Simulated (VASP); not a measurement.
# Pb (Fd-3m) in VASP: further runs, part 2 of 2

VASP 6.6.1. Earlier steps stand in the parts before.

## Step 4: Single point, LDA

This run uses another cell than the first one, of 39.78 Å³/atom, 0.926 times its volume.

INCAR

```
PREC = Accurate
ENCUT = 520
EDIFF = 1E-6
ISMEAR = -1
SIGMA = 0.1
LREAL = False
LASPH = True
NELM = 60
ALGO = Normal
ISIF = 2
LWAVE = False
LCHARG = False
GGA = CA
NBANDS = 21
```

KPOINTS

```
Automatic mesh
0
Gamma
  13 13 13
```

POSCAR

```
Pb
1.0
    0.0000000000      3.4136764852      3.4136764852
    3.4136764852      0.0000000000      3.4136764852
    3.4136764852      3.4136764852      0.0000000000
Pb
2
Direct
    0.1250000000      0.1250000000      0.1250000000
    0.8750000000      0.8750000000      0.8750000000
```

Command:

```console
$ cat potpaw_LDA.64/Pb_d/POTCAR > POTCAR
$ mpirun -np 1 vasp_std > vasp.out
```

It took 56 s on 1 thread of AMD EPYC 9R45 (Zen 5), shared host; peak memory 0.21 GiB.

The run converged. Its results:

| Item | Value |
| --- | --- |
| Free energy | -7.8966 eV |
| Pressure | 0.0 GPa |
| Band gap on the k mesh | zero (band 14 reaches 4.66 eV, above the bottom of band 15 at 3.49 eV) |

Levels at points of the mesh, in eV from the Fermi level:
| k point | band 10 | band 11 | band 12 | band 13 | band 14 | band 15 | band 16 | band 17 | band 18 | band 19 |
| --- | --- | --- | --- | --- | --- | --- | --- | --- | --- | --- |
| (0.00, 0.00, 0.00) | -16.58 | -11.24 | -3.79 | 0.46 | 0.46 | 0.46 | 2.46 | 2.46 | 2.46 | 4.09 |

Caveat: spin-orbit coupling is left out, which moves the levels of the heavy elements.

## Step 5: Relaxation of cell and atoms, LDA

This run uses another cell than the first one, of 40.95 Å³/atom, 0.953 times its volume.

INCAR

```
SYSTEM = Pb
  PREC = Accurate
  ENCUT = 600
  EDIFF = 1E-7
  ISMEAR = -1
  SIGMA = 0.1
  LREAL = .False.
  LASPH = .True.
  NELM = 60
  ALGO = Normal
  ISIF = 3
  LWAVE = .False.
  LCHARG = .False.
  IBRION = 2
  NSW = 80
  EDIFFG = -0.01
```

KPOINTS

```
Automatic mesh
0
Gamma
  8 8 8
  0 0 0
```

POSCAR

```
Pb
1.0
    0.0000000000      3.4467278281      3.4467278281
    3.4467278281      0.0000000000      3.4467278281
    3.4467278281      3.4467278281      0.0000000000
Pb
2
Direct
    0.1250000000      0.1250000000      0.1250000000
    0.8750000000      0.8750000000      0.8750000000
```

Potentials or basis: VASP PAW LDA potentials, release 64 (Pb_d).

Command:

```console
$ cat potpaw_LDA.64/Pb_d/POTCAR > POTCAR
$ mpirun -np 1 vasp_std > vasp.out
```

OUTCAR:

```text
SYSTEM = Pb
   PREC = Accurate
   ENCUT = 600
   EDIFF = 1E-7
   ISMEAR = -1
   LREAL = .False.
   LASPH = .True.
   NELM = 60
   ISIF = 3
   IBRION = 2
   NSW = 80
   EDIFFG = -0.01

 ion  position               nearest neighbor table
   1  0.125  0.125  0.125-   2 2.98   2 2.98   2 2.98   2 2.98
   2  0.875  0.875  0.875-   1 2.98   1 2.98   1 2.98   1 2.98

  LATTYP: Found a face centered cubic cell.
 ALAT       =     6.8934556562

  Lattice vectors:

 A1 = (   0.0000000000,   3.4467278281,   3.4467278281)
 A2 = (   3.4467278281,   0.0000000000,   3.4467278281)
 A3 = (   3.4467278281,   3.4467278281,   0.0000000000)

Analysis of symmetry for initial positions (statically):
=====================================================================
 Subroutine PRICEL returns:
 Original cell was already a primitive cell.

 Routine SETGRP: Setting up the symmetry group for a
 face centered cubic supercell.

 Subroutine GETGRP returns: Found 48 space group operations
 (whereof 12 operations were pure point group operations)
 out of a pool of 48 trial point group operations.

The static configuration has the point symmetry D_3d.
 The point group associated with its full space group is O_h .

Analysis of symmetry for dynamics (positions and initial velocities):
=====================================================================
 Subroutine PRICEL returns:
 Original cell was already a primitive cell.

 Routine SETGRP: Setting up the symmetry group for a
 face centered cubic supercell.

 Subroutine GETGRP returns: Found 48 space group operations
 (whereof 12 operations were pure point group operations)
 out of a pool of 48 trial point group operations.

The dynamic configuration has the point symmetry D_3d.
 The point group associated with its full space group is O_h .

 Subroutine INISYM returns: Found 48 space group operations
[... 117 lines left out ...]
     AMIX_MAG =   1.60;   BMIX_MAG =  1.00
  volume/ion in A,a.u.               =      40.95       276.32
  Fermi-wavevector in a.u.,A,eV,Ry     =   1.144750  2.163263 17.829779  1.310452
  Thomas-Fermi vector in A             =   2.281441
   LORBIT       =      0    0 simple, 1 ext, 2 COOP (PROOUT), +10 PAW based schemes
   GGA     = CA    functional components
   LHFCALC =     F    Hartree Fock is set to
   AEXX    =    0.0000 exact exchange contribution
   IVDW    =     0    specifies the selected vdW correction
   LEPSILON=     F    determine dielectric tensor
   LRPA    =     F    only Hartree local field effects (RPA)
 conjugate gradient relaxation of ions
 non-spin polarized calculation
  energy-cutoff  :      600.00
  volume of cell :       81.89
 maximum number of plane-waves:      2764
   NGX = 19   NGY = 19   NGZ = 19

--------------------------------------- Ionic step        1  -------------------------------------------

 number of electron      28.0000004 magnetization

 Free energy of the ion-electron system (eV)
  ---------------------------------------------------
  ext. energy  EPLUGINS =         0.00000000
  ---------------------------------------------------
  free energy    TOTEN  =        -7.89361162 eV

  energy without entropy =       -7.87758201  energy(sigma->0) =       -7.88559681

------------------------ aborting loop because EDIFF is reached ----------------------------------------

  FORCE on cell =-STRESS in cart. coord.  units (eV):
  Direction    XX          YY          ZZ          XY          YZ          ZX
  --------------------------------------------------------------------------------------
  -------------------------------------------------------------------------------------
  Total       -0.4337225     -0.4337225     -0.4337225     -0.0000000      0.0000000      0.0000000
  in kB       -8.4853858     -8.4853858     -8.4853858     -0.0000000      0.0000000      0.0000000
  external PRESSURE =      -8.4853858 kB  Pullay stress =       0.0000000 kB
[... 59 lines left out ...]
--------------------------------------- Ionic step        3  -------------------------------------------

 number of electron      28.0000004 magnetization

 Free energy of the ion-electron system (eV)
  ---------------------------------------------------
  ext. energy  EPLUGINS =         0.00000000
  ---------------------------------------------------
  free energy    TOTEN  =        -7.89945188 eV

  energy without entropy =       -7.88460411  energy(sigma->0) =       -7.89202799

 E-fermi :   4.2420     XC(G=0):  -8.8484

 val. band max:        3.9634234420   @ k =   0.1250   0.1250   0.0000
 cond. band min:       4.2994652428   @ k =  -0.1250   0.1250   0.0000
 fundamental gap:      0.3360418008
 Fermi energy:         4.2420213213

 k-point     1 :       0.0000    0.0000    0.0000
  band No.  band energies     occupation
      1     -12.9625      2.00000
      2     -12.9625      2.00000
      3     -12.9625      2.00000
      4     -12.8791      2.00000
      5     -12.8791      2.00000
      6     -12.4247      2.00000
[... 481 lines left out ...]
      5     -12.7211      2.00000
      6     -12.6148      2.00000
[... 10 lines left out ...]
     17       8.9333      0.00000
     18       9.3634      0.00000

 [... further k-points ...]
[... 5 lines left out ...]
  --------------------------------------------------------------------------------------
  -------------------------------------------------------------------------------------
  Total       -0.0024007     -0.0024007     -0.0024007      0.0000000      0.0000000     -0.0000000
  in kB       -0.0482374     -0.0482374     -0.0482374      0.0000000      0.0000000     -0.0000000
  external PRESSURE =      -0.0482374 kB  Pullay stress =       0.0000000 kB
[... 17 lines left out ...]
  FREE ENERGIE OF THE ION-ELECTRON SYSTEM (eV)
  ---------------------------------------------------
  free  energy   TOTEN  =        -7.8994518774 eV

  energy  without entropy=       -7.8846041085  energy(sigma->0) =       -7.89202799

 reached required accuracy - stopping structural energy minimisation
```

OSZICAR:

```text
N       E                     dE             d eps       ncg     rms          rms(c)
DAV:   1     0.287056501957E+03    0.28706E+03   -0.15370E+04  1044   0.189E+03
DAV:   2     0.132310028611E+02   -0.27383E+03   -0.27051E+03  1044   0.436E+02
[... 24 lines left out ...]
DAV:   1    -0.790771822419E+01   -0.84696E-02   -0.26509E-01  1120   0.978E+00    0.459E-01
DAV:   2    -0.790053766888E+01    0.71806E-02   -0.16351E-02  1328   0.242E+00    0.167E-01
DAV:   3    -0.789946244845E+01    0.10752E-02   -0.49377E-03  1350   0.123E+00    0.152E-02
DAV:   4    -0.789945253496E+01    0.99135E-05   -0.12063E-04  1088   0.128E-01    0.644E-03
DAV:   5    -0.789945292388E+01   -0.38891E-06   -0.28354E-05  1360   0.681E-02    0.707E-03
DAV:   6    -0.789945188235E+01    0.10415E-05   -0.51128E-06  1338   0.432E-02    0.951E-04
DAV:   7    -0.789945187740E+01    0.49504E-08   -0.13309E-07   548   0.647E-03
   3 F= -.78994519E+01 E0= -.78920280E+01  d E =-.584026E-02
```

It took 58 s on 1 thread of AMD EPYC 9R45 (Zen 5), shared host; peak memory 0.18 GiB.

What came out:

```
Free energy                            : -7.8995 eV
Relaxed volume                         : 39.87 Å³/atom
Relaxed cell                           : a = 4.831 Å, b = 4.831 Å, c = 4.831 Å, α = 60.00°, β = 60.00°, γ = 60.00°
Space group after relaxing (to 0.05 Å) : Fd-3m (No. 227)
Energy gained by relaxing              : 2.9 meV/atom
Ionic steps                            : 3
Pressure after relaxing                : 0.0 GPa
Band gap on the k mesh                 : zero (band 14 reaches 4.64 eV, above the bottom of band 15 at 3.46 eV)
```

Step by step:
```
step  energy change (eV)  largest force (eV/Å)  pressure (GPa)  volume (Å³)
   1              0.0000                0.0000           -0.85        81.89
   2             -0.0056                0.0000            0.17        79.35
   3             -0.0058                0.0000            0.00        79.74
```

Final structure:
```yaml
crystal:
  lattice:
    - [0.00000, 3.41621, 3.41621]
    - [3.41621, 0.00000, 3.41621]
    - [3.41621, 3.41621, 0.00000]
  atoms:
    - { symbol: Pb, position: [0.12500, 0.12500, 0.12500] }
    - { symbol: Pb, position: [0.87500, 0.87500, 0.87500] }
```

Levels at points of the mesh, in eV from the Fermi level:
| k point | band 11 | band 12 | band 13 | band 14 | band 15 | band 16 | band 17 | band 18 |
| --- | --- | --- | --- | --- | --- | --- | --- | --- |
| (0.00, 0.00, 0.00) | -11.28 | -3.86 | 0.40 | 0.40 | 0.40 | 2.40 | 2.40 | 2.40 |
| (0.50, 0.00, 0.00) | -9.89 | -7.16 | -1.00 | -0.78 | -0.78 | 3.53 | 3.53 | 5.35 |
| (0.50, 0.50, 0.00) | -8.56 | -8.56 | -2.04 | -2.04 | 0.81 | 0.81 | 7.26 | 7.26 |

Caveat: spin-orbit coupling is left out, which moves the levels of the heavy elements.

## Step 6: The runs side by side

```csv
task,cell,k mesh,cutoff (eV),gap on the mesh (eV),pressure (GPa)
single point,"a = 4.953 Å, angles 60.0°, 2 atoms",9 × 9 × 9,520,none,-2.1
single point,"a = 5.014 Å, angles 60.0°, 2 atoms",9 × 9 × 9,520,none,-2.9
single point,"a = 4.828 Å, angles 60.0°, 2 atoms",13 × 13 × 13,520,none,0.0
relaxation of cell and atoms,"relaxed from a = 4.874 Å, angles 60.0°, 2 atoms",8 × 8 × 8,600,none,0.0
```

Alike in all rows: level LDA; potentials or basis VASP PAW LDA potentials, release 64 (Pb_d); no spin polarisation; smearing fermi-dirac 0.1 eV.

Caveats: spin-orbit coupling is left out, which moves the levels of the heavy elements.

Absolute energies hang on the potentials; compare differences alone.
